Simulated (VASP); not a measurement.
Set up this calculation in VASP 6.6.1, as the native input.

```yaml
Task: single point
Functional: PBE
Potentials_or_basis: VASP PAW PBE potentials, release 64 (Zr_sv, C)
Cutoff: 520 eV
k_mesh: 12 × 12 × 12
Occupations: gaussian, width 0.05 eV
Spin: no spin polarisation
Dipole_correction: no
Further_INCAR_settings: ALGO = Normal; EDIFF = 1e-06; NBANDS = 15
```

The structure of ZrC lies in POSCAR:

```
ZrC
1.0
    3.2446609982      0.0000000000      0.0000000000
   -1.6223304991      2.8099588511      0.0000000000
    0.0000000000      0.0000000000      2.9252762979
Zr C
1 1
Direct
    0.0000000000      0.0000000000      0.0000000000
    0.6666666667      0.3333333333      0.5000000000
```

One way to write it, as run:

INCAR

```
PREC = Accurate ; ENCUT = 520
EDIFF = 1E-6 ; ISMEAR = 0
SIGMA = 0.05 ; LREAL = False
LASPH = True ; NELM = 60
ALGO = Normal ; ISIF = 2
LWAVE = False ; LCHARG = False
GGA = PE ; NBANDS = 15
```

KPOINTS

```
Automatic mesh
0
Gamma
  12 12 12
```

Potentials or basis: VASP PAW PBE potentials, release 64 (Zr_sv, C).

The run is started by

```bash
$ cat potpaw_PBE.64/Zr_sv/POTCAR potpaw_PBE.64/C/POTCAR > POTCAR
$ mpirun -np 1 vasp_std > vasp.out
```

It gave:

```yaml
Pressure: 4.1 GPa
Band_gap_on_the_k_mesh: zero (bands 8 and 9 overlap by 0.44 eV)
```

Caveat: the cell stands under pressure.

Wall time 38 s on 1 thread of Intel Xeon 8259CL, on a shared host, peak memory 0.18 GiB.
